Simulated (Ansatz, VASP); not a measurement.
**GaAs in VASP and in Ansatz**

```
CELL_PARAMETERS angstrom
0.00000 2.83308 2.83308
2.96114 0.00000 2.83308
2.96114 2.83308 0.00000
ATOMIC_POSITIONS crystal
Ga 0.00000 0.00000 0.00000
As 0.25000 0.25000 0.25000
```

Change from the starting cell: uniaxial_x strain +4.5%.

Alike in both runs: task single point; functional PBE; k mesh 8 × 8 × 8; occupations fermi-dirac, width 0.02 eV; no spin polarisation.

```csv
,VASP,Ansatz
version,VASP 6.6.1,Ansatz 0.2.0
potentials or method,"VASP PAW PBE potentials, release 64 (Ga_d, As)","plane waves, PAW"
plane-wave cutoff (eV),520,420
valence electrons in the cell,18,28
```

VASP gave:

- pressure (GPa): 0.0
- traceless stress, the component that is largest in VASP (GPa): -1.83

Question: Which values does Ansatz return?

Answer: Pressure (GPa): -0.2; traceless stress, the component that is largest in VASP (GPa): -1.84.

With one functional, cell and mesh, what is left measures potentials, basis and numerics. VASP's potentials hold 18 valence electrons a cell and Ansatz's 28, so a difference there can come from the potentials and not from the codes.
